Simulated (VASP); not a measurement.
**Cu: single point with PBE**

The system is Cu.

```xyz
1
Lattice="0.0000 1.8075 1.8075 1.8075 0.0000 1.8075 1.8075 1.8075 0.0000" Properties=species:S:1:pos:R:3 pbc="T T T"
Cu    0.0000    0.0000    0.0000
```

| Item | Value |
| --- | --- |
| Program | VASP 6.6.1 |
| Task | single point |
| Functional | PBE |
| Potentials or basis | VASP PAW PBE potentials, release 64 (Cu) |
| Cutoff | 600 eV |
| k mesh | 11 × 11 × 11 |
| Occupations | gaussian, width 0.5 eV |
| Spin | no spin polarisation |
| Dipole correction | no |
| Further INCAR settings | ALGO = Normal; EDIFF = 1e-06; NBANDS = 12 |

```json
{
  "Pressure": "2.4 GPa",
  "Band gap on the k mesh": "zero (an odd number of electrons rules out a gap without spin polarisation)"
}
```

Levels at points of the mesh, in eV from the Fermi level:
```tsv
k point	band 3	band 4	band 5	band 6	band 7	band 8	band 9	band 10
(0.00, 0.00, 0.00)	-3.10	-3.10	-2.28	-2.28	22.53	25.17	25.17	25.17
```

Run time: 6.6 s on 1 thread of Intel(R) Xeon(R) Platinum 8488C (Sapphire Rapids), on a shared host, peak memory 0.12 GiB.

Caveat: so wide a smearing shifts energies and pressures.
